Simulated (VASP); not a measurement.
Set up this calculation in VASP 6.6.1, as the native input.

```yaml
Task: single point
Functional: LDA
Potentials_or_basis: VASP PAW LDA potentials, release 64 (Ti_sv, C)
Cutoff: 520 eV
k_mesh: 11 × 11 × 11
Occupations: fermi-dirac, width 0.05 eV
Spin: no spin polarisation
Dipole_correction: no
Further_INCAR_settings: ALGO = Normal; EDIFF = 1e-06; NBANDS = 15
```

The structure of TiC lies in POSCAR:

```
TiC
1.0
    0.0000000000      2.1305063520      2.1305063520
    2.1305063520      0.0000000000      2.1305063520
    2.1305063520      2.1305063520      0.0000000000
Ti C
1 1
Direct
    0.0000000000      0.0000000000      0.0000000000
    0.5000000000      0.5000000000      0.5000000000
```

The input as run:

INCAR

```
ALGO = Normal
EDIFF = 1E-6
ENCUT = 520
GGA = CA
ISIF = 2
ISMEAR = -1
LASPH = True
LCHARG = False
LREAL = False
LWAVE = False
NBANDS = 15
NELM = 60
PREC = Accurate
SIGMA = 0.05
```

KPOINTS

```
k-points
0
Gamma
  11 11 11
```

Potentials or basis: VASP PAW LDA potentials, release 64 (Ti_sv, C).

Run with:

```sh
$ cat potpaw_LDA.64/Ti_sv/POTCAR potpaw_LDA.64/C/POTCAR > POTCAR
$ mpirun -np 1 vasp_std > vasp.out
```

It gave:

```
Pressure               : 0.7 GPa
Band gap on the k mesh : zero (bands 8 and 9 overlap by 1.06 eV)
```

Run time: 24 s on 1 thread of AMD EPYC 7R13 (shared host), peak memory 0.11 GiB.
